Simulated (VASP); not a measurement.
Set up this calculation in VASP 6.6.1, as the native input.

```
Task                               : single point
Functional                         : HF
Potentials or basis                : VASP PAW PBE potentials, release 64 (Zn)
Cutoff                             : 520 eV
k mesh                             : 6 × 6 × 3
Occupations                        : fermi-dirac, width 0.05 eV
Spin                               : no spin polarisation
Dipole correction                  : no
Grid for exact exchange (PRECFOCK) : Normal
Further INCAR settings             : ALGO = Normal; EDIFF = 1e-06; NBANDS = 19
Share of exact exchange            : 1
```

The system is Zn.

```
Zn
1.0
     2.78408    0.00000    0.00000
    -1.39204    2.41109    0.00000
     0.00000    0.00000    5.45327
Zn
2
Cartesian
  1.3920 0.8037 4.0900
  0.0000 1.6074 1.3633
```

One way to write it, as run:

POSCAR

```
Zn
1.0
    2.7840828946      0.0000000000      0.0000000000
   -1.3920414473      2.4110865130      0.0000000000
    0.0000000000      0.0000000000      5.4532672626
Zn
2
Direct
    0.6666666667      0.3333333333      0.7500000000
    0.3333333333      0.6666666667      0.2500000000
```

INCAR.step1

```
SYSTEM = Zn
PREC = Accurate
ENCUT = 520
EDIFF = 1E-5
ISMEAR = -1
SIGMA = 0.05
LREAL = .False.
LASPH = .True.
NELM = 100
ALGO = Normal
ISIF = 2
LWAVE = .True.
NBANDS = 19
GGA = PE
```

INCAR.step2

```
SYSTEM = Zn
PREC = Accurate
ENCUT = 520
EDIFF = 1E-6
ISMEAR = -1
SIGMA = 0.05
LREAL = .False.
LASPH = .True.
NELM = 100
ALGO = Normal
ISIF = 2
LWAVE = .False.
LCHARG = .True.
GGA = PE
LHFCALC = .True.
AEXX = 1.0
ALDAC = 0.0
AGGAC = 0.0
PRECFOCK = Normal
LELF = .True.
LVHAR = .True.
NBANDS = 19
ISTART = 1
```

KPOINTS

```
regular mesh
0
Gamma
  6 6 3
  0 0 0
```

Potentials or basis: VASP PAW PBE potentials, release 64 (Zn).

Command:

```console
$ cat potpaw_PBE.64/Zn/POTCAR > POTCAR
$ cp INCAR.step1 INCAR
$ mpirun -np 1 vasp_std > vasp.out
$ cp INCAR.step2 INCAR
$ mpirun -np 1 vasp_std > vasp.out
```

Results of the run:

```yaml
Pressure: 1.3 GPa
Band_gap_on_the_k_mesh: zero (bands 12 and 13 overlap by 8.21 eV)
```

Caveat: the k points lie up to 0.43 Å⁻¹ apart, too coarse for converged energies and pressures of a metal; the PAW data sets were made with another functional, which shifts forces and pressure a little.

It took 28 min on 1 thread of Oxide Virtual Turin-like Processor (shared host), peak memory 0.13 GiB.
